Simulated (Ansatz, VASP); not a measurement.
CsRe: VASP beside Ansatz

```xyz
2
Lattice="0.0000 3.1737 3.1737 3.1737 0.0000 3.1737 3.1737 3.1737 0.0000" Properties=species:S:1:pos:R:3 pbc="T T T"
Cs    4.7605    4.7605    4.7605
Re    0.0000    0.0000    0.0000
```

Change from the starting cell: species swapped into the BeS type (F-43m, No. 216).

Alike in both runs: task single point; functional PBE; k mesh 6 × 6 × 6; occupations gaussian, width 0.1 eV; no spin polarisation.

|  | VASP | Ansatz |
| --- | --- | --- |
| version | VASP 6.6.1 | Ansatz 0.2.0 |
| potentials or method | VASP PAW PBE potentials, release 64 (Cs_sv, Re_sv_GW), cutoff 500 eV | scalar-relativistic, plane waves, PAW |
| valence electrons in the cell | 24 | 24 |

Ansatz gave:

- gap on the k mesh at the Fermi level (eV): none
- pressure (GPa): -1.6

**Question.** What did VASP give for the same quantities?

**Answer.** gap on the k mesh at the Fermi level (eV): none; pressure (GPa): -0.2.

A gap of «none» marks a metal or a gap that the smearing closes.

Spin-orbit coupling is off throughout.
